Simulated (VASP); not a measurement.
Crystal: Si.

```
Si
1.0
     5.46809    0.00000    0.00000
     0.00000    5.46809    0.00000
     0.00000    0.00000    5.46809
Si
8
Direct
  0.50000 0.50000 0.50000
  0.00000 0.00000 0.00000
  0.25000 0.00000 0.50000
  0.50000 0.25000 0.00000
  0.50000 0.75000 0.00000
  0.75000 0.00000 0.50000
  0.00000 0.50000 0.75000
  0.00000 0.50000 0.25000
```

```yaml
Program: VASP 6.6.1
Task: relaxation of cell and atoms
Functional: PBE
Potentials_or_basis: VASP PAW PBE potentials, release 64 (Si)
Cutoff: 600 eV
k_mesh: 4 × 4 × 4
Occupations: gaussian, width 0.1 eV
Spin: no spin polarisation
```

At the start: pressure -13.7 GPa; volume 20.44 Å³/atom.

Problem. How do energy, volume and symmetry change on relaxing?

Solution. Over 4 steps the energy falls by 326.6 meV/atom and the volume is 14.80 Å³/atom (-27.6 %); space group Pm-3n (No. 223, to 0.1 Å) before and after.

Step by step:
| step | energy change (eV) | largest force (eV/Å) | pressure (GPa) | volume (Å³) |
| --- | --- | --- | --- | --- |
| 1 | 0.0000 | 0.0000 | -13.68 | 163.50 |
| 2 | -2.5129 | 0.0000 | -4.28 | 125.59 |
| 3 | -2.6093 | 0.0000 | -0.89 | 119.77 |
| 4 | -2.6130 | 0.0000 | 0.07 | 118.37 |

Final structure:
```
CELL_PARAMETERS angstrom
4.90994 0.00000 0.00000
0.00000 4.90994 0.00000
0.00000 0.00000 4.90994
ATOMIC_POSITIONS crystal
Si 0.50000 0.50000 0.50000
Si 0.00000 0.00000 0.00000
Si 0.25000 0.00000 0.50000
Si 0.50000 0.25000 0.00000
Si 0.50000 0.75000 0.00000
Si 0.75000 0.00000 0.50000
Si 0.00000 0.50000 0.75000
Si 0.00000 0.50000 0.25000
```

Caveat: the volume moved by over 15 % at a fixed basis, so the end points are rough.
